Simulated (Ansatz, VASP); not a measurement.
One calculation of P, two programs

INCAR

```
SYSTEM = P
ALGO = Normal ; EDIFF = 1E-6
ENCUT = 500 ; GGA = PS
GGA_COMPAT = .False. ; ISIF = 2
ISMEAR = -1 ; LASPH = .True.
LCHARG = .False. ; LREAL = .False.
LWAVE = .False. ; NBANDS = 8
NELM = 120 ; PREC = Accurate
SIGMA = 0.08
```

The input KPOINTS:

```
k-points
0
Gamma
  10 10 9
  0 0 0
```

POSCAR

```
P
1.0
    4.2151558207      0.0000000000      0.0000000000
    0.0000000000      4.2151558207      0.0000000000
    0.0000000000      0.0000000000      4.3188305846
P
1
Direct
    0.0000000000      0.0000000000      0.0000000000
```

Input for Ansatz:

```yaml
crystal:
  lattice:
    - [4.2151558207, 0.0, 0.0]
    - [0.0, 4.2151558207, 0.0]
    - [0.0, 0.0, 4.3188305846]
  atoms:
    - { symbol: P, position: [0.0, 0.0, 0.0] }
kpoints:
  mp_grid: { grid: [10, 10, 9] }
scf:
  occupations: { method: fermi_dirac, width: 0.08 }
hamiltonian:
  xc: pbesol
  pseudopotentials: { kind: all_electron, lapw: { basis_error: 0.00025 } }
output:
  forces: true
  stress: true
  eigenvalues: true
```

Change from the starting cell: functional pbesol, volume scaled by 0.96.

Alike in both runs: task single point; functional PBEsol; k mesh 10 × 10 × 9; occupations fermi-dirac, width 0.08 eV; no spin polarisation.

```csv
,VASP,Ansatz
version,VASP 6.6.1,Ansatz 0.2.0
potentials or method,"VASP PAW PBE potentials, release 64 (P), cutoff 500 eV","all-electron LAPW, scalar-relativistic"
```

```tsv
	VASP	Ansatz	Ansatz less VASP
pressure (GPa)	-4.2	-4.2	+0.01
traceless stress, the component that is largest in VASP (GPa)	0.33	0.33	0.000
```

VASP's potentials were made for PBE, not for PBEsol. Ansatz ran all-electron here, and VASP with PAW potentials.
